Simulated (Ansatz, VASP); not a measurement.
# Ag2Pd in VASP and in Ansatz

File INCAR:

```
PREC     = Accurate       # precision mode
ENCUT    = 600            # plane-wave cutoff, eV
EDIFF    = 1E-6           # SCF threshold, eV
ISMEAR   = 0              # smearing method
SIGMA    = 0.1            # smearing width, eV
LREAL    = F              # projectors in reciprocal space
LASPH    = T              # aspherical terms in the spheres
NELM     = 80             # most SCF steps
ALGO     = Fast           # electronic algorithm
ISIF     = 3              # what is computed and relaxed
LWAVE    = F              # write WAVECAR
LCHARG   = F              # write CHGCAR
GGA      = PE             # functional
IBRION   = 2              # ionic algorithm
NSW      = 90             # ionic steps
EDIFFG   = -0.04          # ionic threshold
```

Contents of KPOINTS:

```
Automatic mesh
0
Gamma
  4 4 6
```

POSCAR

```
Ag2Pd
1.0
    5.6049599010      0.0000000000      0.0000000000
    0.0000000000      5.6049599010      0.0000000000
    0.0000000000      0.0000000000      3.6101602845
Ag Pd
4 2
Direct
    0.3060000000      0.3060000000      0.0000000000
    0.1940000000      0.8060000000      0.5000000000
    0.6940000000      0.6940000000      0.0000000000
    0.8060000000      0.1940000000      0.5000000000
    0.0000000000      0.0000000000      0.0000000000
    0.5000000000      0.5000000000      0.5000000000
```

Input for Ansatz:

```yaml
crystal:
  lattice:
    - [5.604959901, 0.0, 0.0]
    - [0.0, 5.604959901, 0.0]
    - [0.0, 0.0, 3.6101602845]
  atoms:
    - { symbol: Ag, position: [0.306, 0.306, 0.0] }
    - { symbol: Ag, position: [0.194, 0.806, 0.5] }
    - { symbol: Ag, position: [0.694, 0.694, 0.0] }
    - { symbol: Ag, position: [0.806, 0.194, 0.5] }
    - { symbol: Pd, position: [0.0, 0.0, 0.0] }
    - { symbol: Pd, position: [0.5, 0.5, 0.5] }
basis:
  ecutwfc: 420
kpoints:
  mp_grid: { grid: [4, 4, 6] }
hamiltonian:
  xc: pbe
scf:
  occupations: { method: gaussian, width: 0.1 }
  lower_state_search: "off"
output:
  forces: true
  stress: true
  eigenvalues: true
relax:
  adjacent_minimum: "off"
  f_tol: 0.04
  max_steps: 70
  cell: { stress_tol: 0.4 }
```

Alike in both runs: task relaxation of cell and atoms; functional PBE; k mesh 4 × 4 × 6; occupations gaussian, width 0.1 eV; no spin polarisation.

|  | VASP | Ansatz |
| --- | --- | --- |
| version | VASP 6.6.1 | Ansatz 0.2.0 |
| potentials or method | VASP PAW PBE potentials, release 64 (Ag, Pd), cutoff 600 eV | scalar-relativistic, plane waves, PAW |
| valence electrons in the cell | 64 | 112 |

```tsv
	VASP	Ansatz	Ansatz less VASP
gap on the k mesh at the Fermi level, each at its own relaxed structure (eV)	none	none	-
relaxed volume (Å³/atom)	24.07	24.07	+0.001
relaxed cell length with the largest relative difference (Å)	4.487	4.500	+0.0127
```

A gap of «none» marks a metal or a gap that the smearing closes. VASP's potentials hold 64 valence electrons a cell and Ansatz's 112, so a difference there can come from the potentials and not from the codes.

Noted on VASP's run: the volume moved by over 15 % at a fixed basis, so the end points are rough.
